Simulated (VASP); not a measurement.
# Cd (P6_3/mmc) in VASP: notebook

Cd is run at these levels: PBE; tasks: single point, relaxation of cell and atoms.

Program: VASP 6.6.1. These are calculated values, not measurements. Logs are shortened: lines on timing, memory, paths and dates and some standing lists are left out, and cuts for length are marked.

### Step 1. The cell of the first run

Symmetry: P6_3/mmc, No. 194, hexagonal system. The conventional cell has a = 3.065 Å, b = 3.065 Å, c = 5.573 Å, α = 90.00°, β = 90.00°, γ = 120.00°. Within 4.0 Å of Cd (site symmetry -6m2) lie 12 Cd at 3.06 to 3.30 Å.

### Step 2. Single point, PBE

The input, INCAR:

```
SYSTEM = Cd
ALGO     = Normal         ! electronic algorithm
EDIFF    = 1E-6           ! SCF threshold, eV
ENCUT    = 520            ! plane-wave cutoff, eV
GGA      = PE             ! functional
ISIF     = 2              ! what is computed and relaxed
ISMEAR   = -1             ! smearing method
LASPH    = .True.         ! aspherical terms in the spheres
LCHARG   = .False.        ! write CHGCAR
LREAL    = .False.        ! projectors in reciprocal space
LWAVE    = .False.        ! write WAVECAR
NBANDS   = 19             ! bands
NELM     = 100            ! most SCF steps
PREC     = Accurate       ! precision mode
SIGMA    = 0.08           ! smearing width, eV
```

The input, KPOINTS:

```
k-points
0
Gamma
  14 14 8
  0 0 0
```

The input, POSCAR:

```
Cd
1.0
    3.0646364591      0.0000000000      0.0000000000
   -1.5323182295      2.6540530269      0.0000000000
    0.0000000000      0.0000000000      5.5734365332
Cd
2
Direct
    0.3333333333      0.6666666667      0.2500000000
    0.6666666667      0.3333333333      0.7500000000
```

Potentials or basis: VASP PAW PBE potentials, release 64 (Cd).

The run is started by

```sh
> cat potpaw_PBE.64/Cd/POTCAR > POTCAR
> mpirun -np 1 vasp_std > vasp.out
```

OUTCAR:

```text
SYSTEM = Cd
   EDIFF = 1E-6
   ENCUT = 520
   GGA = PE
   ISIF = 2
   ISMEAR = -1
   LASPH = .True.
   LREAL = .False.
   NELM = 100
   PREC = Accurate

 ion  position               nearest neighbor table
   1  0.333  0.667  0.250-   2 3.30   2 3.30   2 3.30   2 3.30   2 3.30   2 3.30
   2  0.667  0.333  0.750-   1 3.30   1 3.30   1 3.30   1 3.30   1 3.30   1 3.30

  LATTYP: Found a hexagonal cell.
 ALAT       =     3.0646364591
 C/A-ratio  =     1.8186289329

  Lattice vectors:

 A1 = (   3.0646364591,   0.0000000000,   0.0000000000)
 A2 = (  -1.5323182295,   2.6540530269,   0.0000000000)
 A3 = (   0.0000000000,   0.0000000000,   5.5734365332)

Analysis of symmetry for initial positions (statically):
=====================================================================
 Subroutine PRICEL returns:
 Original cell was already a primitive cell.

 Routine SETGRP: Setting up the symmetry group for a
 hexagonal supercell.

 Subroutine GETGRP returns: Found 24 space group operations
 (whereof 12 operations were pure point group operations)
 out of a pool of 24 trial point group operations.

The static configuration has the point symmetry D_3d.
 The point group associated with its full space group is D_6h.

Analysis of symmetry for dynamics (positions and initial velocities):
=====================================================================
 Subroutine PRICEL returns:
 Original cell was already a primitive cell.

 Routine SETGRP: Setting up the symmetry group for a
 hexagonal supercell.

 Subroutine GETGRP returns: Found 24 space group operations
 (whereof 12 operations were pure point group operations)
 out of a pool of 24 trial point group operations.

The dynamic configuration has the point symmetry D_3d.
 The point group associated with its full space group is D_6h.

 Subroutine INISYM returns: Found 24 space group operations
 (whereof 12 operations are pure point group operations),
 and found     1 'primitive' translations

----------------------------------------------------------------------------------------

                                     Primitive cell

  volume of cell :      45.3327

  direct lattice vectors                    reciprocal lattice vectors
     3.064636459  0.000000000  0.000000000     0.326302977  0.188391112  0.000000000
    -1.532318229  2.654053027  0.000000000     0.000000000  0.376782223  0.000000000
     0.000000000  0.000000000  5.573436533     0.000000000  0.000000000  0.179422515

  length of vectors
     3.064636459  3.064636459  5.573436533     0.376782223  0.376782223  0.179422515

  position of ions in fractional coordinates (direct lattice)
     0.333333333  0.666666667  0.250000000
     0.666666667  0.333333333  0.750000000

  ion indices of the primitive-cell ions
   primitive index   ion index
                 1           1
                 2           2

----------------------------------------------------------------------------------------

 KPOINTS: k-points

Automatic generation of k-mesh.
 Grid dimensions read from file:
 generate k-points for:   14   14    8

 Generating k-lattice:

  Cartesian coordinates                     Fractional coordinates (reciprocal lattice)
     0.023307355  0.013456508  0.000000000     0.071428571  0.000000000  0.000000000
     0.000000000  0.026913016  0.000000000     0.000000000  0.071428571  0.000000000
     0.000000000  0.000000000  0.022427814     0.000000000  0.000000000  0.125000000

  Length of vectors
     0.026913016  0.026913016  0.022427814

  Shift w.r.t. Gamma in fractional coordinates (k-lattice)
     0.000000000  0.000000000  0.000000000

 Subroutine IBZKPT returns following result:
 ===========================================

 Found    120 irreducible k-points:

 Following reciprocal coordinates:
            Coordinates               Weight
  0.000000  0.000000  0.000000      1.000000
  0.071429  0.000000  0.000000      6.000000
  0.142857 -0.000000  0.000000      6.000000
  0.214286 -0.000000  0.000000      6.000000
  0.285714  0.000000  0.000000      6.000000
  0.357143  0.000000  0.000000      6.000000
[... 16 lines left out ...]
  0.285714  0.285714  0.000000      6.000000
  0.357143  0.285714  0.000000      6.000000
 [... further k-points ...]
   k-points           NKPTS =    120   k-points in BZ     NKDIM =    120   number of bands    NBANDS=     19
   number of dos      NEDOS =    301   number of ions     NIONS =      2
   total plane-waves  NPLWV =  24192
   dimension x,y,z NGX =    24 NGY =   24 NGZ =   42
   dimension x,y,z NGXF=    48 NGYF=   48 NGZF=   84
   ions per type =               2
   NGX,Y,Z   is equivalent  to a cutoff of  13.02, 13.02, 12.53 a.u.
   NGXF,Y,Z  is equivalent  to a cutoff of  26.04, 26.04, 25.06 a.u.
 SYSTEM =  Cd
   PREC   = accura    normal or accurate (medium, high low for compatibility)
   ISTART =      0    job   : 0-new  1-cont  2-samecut
   ICHARG =      2    charge: 1-file 2-atom 10-const
   ISPIN  =      1    spin polarized calculation?
   LNONCOLLINEAR =      F non collinear calculations
   LSORBIT =      F    spin-orbit coupling
   LASPH  =      T    aspherical Exc in radial PAW
   ENCUT  =  520.0 eV  38.22 Ry    6.18 a.u.   5.70  5.70 10.36*2*pi/ulx,y,z
   NELM   =    100;   NELMIN=  2; NELMDL= -5     # of ELM steps
   EDIFF  = 0.1E-05   stopping-criterion for ELM
   LREAL  =      F    real-space projection
   EDIFFG = 0.1E-04   stopping-criterion for IOM
   NSW    =      0    number of steps for IOM
   IBRION =     -1    ionic relax: 0-MD 1-quasi-New 2-CG
   NFREE  =      0    steps in history (QN), initial steepest desc. (CG)
   ISIF   =      2    stress and relaxation
   ISYM   =      2    0-nonsym 1-usesym 2-fastsym
   POTIM  = 0.5000    time-step for ionic-motion
   TEBEG  =    0.0;   TEEND  =   0.0 temperature during run
   PSTRESS=    0.0 pullay stress
   NELECT =      24.0000    total number of electrons
   NUPDOWN=      -1.0000    fix difference up-down
   EMIN   =  10.00;   EMAX   =-10.00  energy-range for DOS
   EFERMI =   0.00;   METHOD = LEGACY
   ISMEAR =    -1;   SIGMA  =   0.08  broadening in eV -4-tet -1-fermi 0-gaus
   EFERMI_NEDOS =   21; number of points for ismear=-14 and -15
   IALGO  =     38    algorithm
   IMIX   =      4    mixing-type and parameters
     AMIX     =   0.40;   BMIX     =  1.00
     AMIX_MAG =   1.60;   BMIX_MAG =  1.00
  volume/ion in A,a.u.               =      22.67       152.96
  Fermi-wavevector in a.u.,A,eV,Ry     =   1.324366  2.502689 23.863876  1.753945
  Thomas-Fermi vector in A             =   2.453906
   LORBIT       =      0    0 simple, 1 ext, 2 COOP (PROOUT), +10 PAW based schemes
   GGA     = PE    functional components
   LHFCALC =     F    Hartree Fock is set to
   AEXX    =    0.0000 exact exchange contribution
   IVDW    =     0    specifies the selected vdW correction
   LEPSILON=     F    determine dielectric tensor
   LRPA    =     F    only Hartree local field effects (RPA)
 non-spin polarized calculation
  energy-cutoff  :      520.00
  volume of cell :       45.33
 maximum number of plane-waves:      1235
 NGX is ok and might be reduce to    24
   NGX = 11   NGY = 11   NGZ = 21

 number of electron      24.0000020 magnetization

 Free energy of the ion-electron system (eV)
  ---------------------------------------------------
  ext. energy  EPLUGINS =         0.00000000
  ---------------------------------------------------
  free energy    TOTEN  =        -1.49465795 eV

  energy without entropy =       -1.48153323  energy(sigma->0) =       -1.48809559

 E-fermi :   2.6354     XC(G=0): -10.7835

 val. band max:        2.5979767986   @ k =   0.3571   0.2857   0.3750
 cond. band min:       2.6572281115   @ k =   0.2857   0.1429   0.0000
 fundamental gap:      0.0592513129
 Fermi energy:         2.6353931716

 k-point     1 :       0.0000    0.0000    0.0000
  band No.  band energies     occupation
      1      -7.0053      2.00000
      2      -6.7243      2.00000
      3      -6.4779      2.00000
      4      -6.4779      2.00000
      5      -6.4237      2.00000
      6      -6.4237      2.00000
[... 11 lines left out ...]
     18      17.8176      0.00000
     19      17.9038      0.00000

 k-point     2 :       0.0714    0.0000    0.0000
  band No.  band energies     occupation
      1      -6.9626      2.00000
      2      -6.6948      2.00000
      3      -6.4899      2.00000
      4      -6.4377      2.00000
      5      -6.4377      2.00000
      6      -6.3854      2.00000
[... 11 lines left out ...]
     18      17.8095      0.00000
     19      18.1909      0.00000

 k-point     3 :       0.1429   -0.0000    0.0000
  band No.  band energies     occupation
      1      -6.8734      2.00000
      2      -6.6450      2.00000
      3      -6.5277      2.00000
      4      -6.4354      2.00000
      5      -6.3235      2.00000
      6      -6.2764      2.00000
[... 11 lines left out ...]
     18      16.5066      0.00000
     19      16.9503      0.00000

 k-point     4 :       0.2143   -0.0000    0.0000
  band No.  band energies     occupation
      1      -6.8704      2.00000
      2      -6.6266      2.00000
      3      -6.5395      2.00000
      4      -6.3683      2.00000
      5      -6.3294      2.00000
      6      -6.1799      2.00000
[... 11 lines left out ...]
     18      15.2623      0.00000
     19      15.6283      0.00000

 k-point     5 :       0.2857    0.0000    0.0000
  band No.  band energies     occupation
      1      -6.9567      2.00000
      2      -6.7352      2.00000
      3      -6.5569      2.00000
      4      -6.4033      2.00000
      5      -6.2349      2.00000
      6      -6.2230      2.00000
[... 11 lines left out ...]
     18      14.9287      0.00000
     19      16.4668      0.00000

 k-point     6 :       0.3571    0.0000    0.0000
  band No.  band energies     occupation
      1      -7.0516      2.00000
      2      -6.8351      2.00000
      3      -6.7168      2.00000
      4      -6.3104      2.00000
      5      -6.2916      2.00000
      6      -6.2819      2.00000
[... 11 lines left out ...]
     18      14.6984      0.00000
     19      15.6957      0.00000

 k-point     7 :       0.4286   -0.0000    0.0000
  band No.  band energies     occupation
      1      -7.1199      2.00000
      2      -6.9040      2.00000
      3      -6.8207      2.00000
      4      -6.3677      2.00000
      5      -6.3133      2.00000
      6      -6.2191      2.00000
[... 11 lines left out ...]
     18      14.5637      0.00000
     19      15.1282      0.00000

 k-point     8 :       0.5000    0.0000    0.0000
  band No.  band energies     occupation
      1      -7.1445      2.00000
      2      -6.9284      2.00000
      3      -6.8564      2.00000
      4      -6.3877      2.00000
      5      -6.3243      2.00000
      6      -6.1937      2.00000
[... 256 lines left out ...]
 k-point    20 :       0.2143    0.2143    0.0000
  band No.  band energies     occupation
      1      -6.7200      2.00000
      2      -6.6717      2.00000
      3      -6.6691      2.00000
      4      -6.4401      2.00000
      5      -6.3556      2.00000
      6      -6.2139      2.00000
[... 11 lines left out ...]
     18      11.6023      0.00000
     19      12.5854      0.00000

 k-point    21 :       0.2857    0.2143    0.0000
  band No.  band energies     occupation
      1      -6.7524      2.00000
      2      -6.7480      2.00000
      3      -6.6118      2.00000
      4      -6.4531      2.00000
      5      -6.2888      2.00000
      6      -6.2824      2.00000
[... 11 lines left out ...]
     18      10.6072      0.00000
     19      11.9347      0.00000

 k-point    22 :       0.3571    0.2143    0.0000
  band No.  band energies     occupation
      1      -6.7906      2.00000
      2      -6.7819      2.00000
      3      -6.5842      2.00000
      4      -6.4262      2.00000
      5      -6.3578      2.00000
      6      -6.2180      2.00000
[... 11 lines left out ...]
     18      10.3220      0.00000
     19      11.6953      0.00000

 k-point    23 :       0.2857    0.2857    0.0000
  band No.  band energies     occupation
      1      -6.7709      2.00000
      2      -6.5989      2.00000
      3      -6.5629      2.00000
      4      -6.4525      2.00000
      5      -6.3455      2.00000
      6      -6.2158      2.00000
[... 11 lines left out ...]
     18       9.1912      0.00000
     19      10.7966      0.00000

 k-point    24 :       0.3571    0.2857    0.0000
  band No.  band energies     occupation
      1      -6.7780      2.00000
      2      -6.5742      2.00000
      3      -6.4648      2.00000
      4      -6.4259      2.00000
      5      -6.3947      2.00000
      6      -6.2869      2.00000
[... 11 lines left out ...]
     18       8.4235      0.00000
     19      10.4848      0.00000

 [... further k-points ...]
[... 5 lines left out ...]
  --------------------------------------------------------------------------------------
  -------------------------------------------------------------------------------------
  Total        0.0993945      0.0993945      0.0641782      0.0000000      0.0000000     -0.0000000
  in kB        3.5128652      3.5128652      2.2682266      0.0000000      0.0000000     -0.0000000
  external PRESSURE =       3.0979856 kB  Pullay stress =       0.0000000 kB

 VOLUME and BASIS-vectors are now :
 -----------------------------------------------------------------------------
  energy-cutoff  :      520.00
  volume of cell :       45.33
      direct lattice vectors                 reciprocal lattice vectors
     3.064636459  0.000000000  0.000000000     0.326302977  0.188391112  0.000000000
    -1.532318229  2.654053027  0.000000000     0.000000000  0.376782223  0.000000000
     0.000000000  0.000000000  5.573436533     0.000000000  0.000000000  0.179422515

 POSITION                                       TOTAL-FORCE (eV/Angst)
 -----------------------------------------------------------------------------------
     -0.00000      1.76937      1.39336         0.000000     -0.000000      0.000000
      1.53232      0.88468      4.18008        -0.000000      0.000000      0.000000
 -----------------------------------------------------------------------------------
    total drift:                               -0.000000      0.000000     -0.000000

  FREE ENERGIE OF THE ION-ELECTRON SYSTEM (eV)
  ---------------------------------------------------
  free  energy   TOTEN  =        -1.4946579517 eV

  energy  without entropy=       -1.4815332260  energy(sigma->0) =       -1.48809559
```

Wall time 24 s (1 thread of Intel Xeon 6975P-C (Granite Rapids), shared host); peak memory 0.21 GiB.

Results:

```yaml
Free_energy: -1.4947 eV
Pressure: 0.3 GPa
Band_gap_on_the_k_mesh: zero (bands 12 and 13 overlap by 3.76 eV)
```

Levels at points of the mesh, in eV from the Fermi level:
```tsv
k point	band 8	band 9	band 10	band 11	band 12	band 13	band 14	band 15	band 16	band 17
(0.00, 0.00, 0.00)	-8.71	-8.56	-8.44	-8.44	-2.70	-2.67	11.22	13.76	13.76	13.92
(0.50, 0.00, 0.00)	-8.44	-8.24	-8.21	-2.31	-2.00	2.09	2.99	3.06	5.18	7.75
(0.00, 0.00, 0.50)	-8.55	-8.55	-8.55	-7.06	-7.06	4.15	4.15	14.25	14.25	14.74
(0.50, 0.00, 0.50)	-8.43	-8.22	-8.22	-1.45	-1.45	-0.15	-0.15	8.24	8.24	9.40
```

### Step 3. Single point, PBE

The input, INCAR:

```
PREC = Accurate
ENCUT = 520
EDIFF = 1E-7
ISMEAR = -1
SIGMA = 0.08
LREAL = False
LASPH = True
NELM = 100
ALGO = Normal
ISIF = 2
LWAVE = False
LCHARG = False
GGA = PE
NBANDS = 19
```

The input, KPOINTS:

```
Automatic mesh
0
Gamma
  14 14 8
```

Edit POSCAR of step 2 so:

```diff
@@ -2,3 +2,3 @@
 1.0
-    3.0646364591      0.0000000000      0.0000000000
+    3.0646364590      0.0000000000      0.0000000000
    -1.5323182295      2.6540530269      0.0000000000
```

Potentials or basis: VASP PAW PBE potentials, release 64 (Cd).

The run is started by

```sh
> cat potpaw_PBE.64/Cd/POTCAR > POTCAR
> mpirun -np 1 vasp_std > vasp.out
```

Run time: 24 s. Hardware: 1 thread of Intel Xeon 6975P-C (Granite Rapids), shared host; peak memory 0.21 GiB.

The run converged. Its results:

```yaml
Free_energy: -1.4947 eV
Pressure: 0.3 GPa
Band_gap_on_the_k_mesh: zero (bands 12 and 13 overlap by 3.76 eV)
```

Stress tensor (GPa, compression positive):
```
0.35 0.00 0.00
0.00 0.35 0.00
0.00 0.00 0.23
```

Levels at points of the mesh, in eV from the Fermi level:
```
           k point  band 10  band 11  band 12  band 13  band 14  band 15
(0.00, 0.00, 0.00)    -8.44    -8.44    -2.70    -2.67    11.22    13.76
(0.50, 0.00, 0.00)    -8.21    -2.31    -2.00     2.09     2.99     3.06
(0.00, 0.00, 0.50)    -8.55    -7.06    -7.06     4.15     4.15    14.25
(0.50, 0.00, 0.50)    -8.22    -1.45    -1.45    -0.15    -0.15     8.24
```

### Step 4. Relaxation of cell and atoms, PBE, target pressure 0.046 GPa, at which the enthalpy is minimised

This run uses another cell than the first one, of 22.80 Å³/atom.

The input, INCAR:

```
SYSTEM = Cd
PREC = Accurate
ENCUT = 600
EDIFF = 1E-6
ISMEAR = -1
SIGMA = 0.08
LREAL = .FALSE.
LASPH = .TRUE.
NELM = 60
ALGO = Normal
ISIF = 3
LWAVE = .FALSE.
LCHARG = .FALSE.
GGA = PE
IBRION = 2
NSW = 60
EDIFFG = -0.005
PSTRESS = 0.45999999999999996
```

The input, KPOINTS:

```
regular mesh
0
G
  14 14 8
  0 0 0
```

The input, POSCAR:

```
Cd
1.0
    3.1915614452      0.0000000000      0.0000000000
   -1.5957807226      2.7639732893      0.0000000000
    0.0000000000      0.0000000000      5.1703295413
Cd
2
Direct
    0.3333333333      0.6666666667      0.2500000000
    0.6666666667      0.3333333333      0.7500000000
```

The run is started by

```sh
> cat potpaw_PBE.64/Cd/POTCAR > POTCAR
> mpirun -np 1 vasp_std > vasp.out
```

It took 24 min on 1 thread of Oxide Virtual Turin-like, shared host; peak memory 0.22 GiB.

It converged, with:

| Property | Result |
| --- | --- |
| Free energy | -1.4944 eV |
| Relaxed volume | 22.74 Å³/atom |
| Relaxed cell | a = 3.072 Å, b = 3.072 Å, c = 5.567 Å, α = 90.00°, β = 90.00°, γ = 120.00° |
| Space group after relaxing (to 0.1 Å) | P6_3/mmc (No. 194) |
| Energy change on relaxing (the run minimises the enthalpy) | -8.8 meV/atom |
| Ionic steps | 21 |
| Pressure after relaxing | 0.0 GPa |
| Band gap on the k mesh | zero (bands 12 and 13 overlap by 3.75 eV) |

The path:
| step | energy change (eV) | largest force (eV/Å) | pressure (GPa) | volume (Å³) |
| --- | --- | --- | --- | --- |
| 1 | 0.0000 | 0.0000 | -0.26 | 45.61 |
| 2 | -0.0016 | 0.0000 | 0.03 | 45.32 |
| 3 | -0.0031 | 0.0000 | 0.32 | 44.94 |
| 4 | -0.0039 | 0.0000 | 1.10 | 44.18 |
| 5 | -0.0044 | 0.0000 | 1.20 | 44.15 |
| 6 | -0.0059 | 0.0000 | 1.20 | 44.07 |
| 7 | -0.0078 | 0.0000 | 1.47 | 43.90 |
| 8 | -0.0103 | 0.0000 | 1.15 | 44.15 |
| 9 | -0.0143 | 0.0000 | 0.60 | 44.73 |
| 10 | -0.0161 | 0.0000 | -0.44 | 45.90 |
| 11 | -0.0164 | 0.0000 | -0.20 | 45.58 |
| 12 | -0.0163 | 0.0000 | -0.14 | 45.52 |
| 13 | -0.0166 | 0.0000 | -0.12 | 45.52 |
| 14 | -0.0172 | 0.0000 | -0.05 | 45.50 |
| 15 | -0.0177 | 0.0000 | 0.11 | 45.45 |
| 16 | -0.0176 | 0.0000 | 0.17 | 45.43 |
| 17 | -0.0176 | 0.0000 | 0.12 | 45.44 |
| 18 | -0.0177 | 0.0000 | 0.10 | 45.44 |
| 19 | -0.0177 | 0.0000 | 0.08 | 45.45 |
| 20 | -0.0177 | 0.0000 | 0.08 | 45.45 |
| 21 | -0.0177 | 0.0000 | 0.04 | 45.49 |

Final structure:
```yaml
crystal:
  lattice:
    - [3.07170, 0.00000, 0.00000]
    - [-1.53585, 2.66017, 0.00000]
    - [0.00000, 0.00000, 5.56680]
  atoms:
    - { symbol: Cd, position: [0.33333, 0.66667, 0.25000] }
    - { symbol: Cd, position: [0.66667, 0.33333, 0.75000] }
```

Levels at points of the mesh, in eV from the Fermi level:
```tsv
k point	band 10	band 11	band 12	band 13	band 14	band 15
(0.00, 0.00, 0.00)	-8.43	-8.43	-2.67	-2.63	11.29	13.67
(0.50, 0.00, 0.00)	-8.21	-2.31	-2.01	2.11	3.00	3.07
(0.00, 0.00, 0.50)	-8.54	-7.03	-7.03	4.20	4.20	14.20
(0.50, 0.00, 0.50)	-8.22	-1.44	-1.44	-0.16	-0.16	8.26
```

Caveat: the cell is relaxed towards a set pressure, so the run minimises the enthalpy, not the energy.
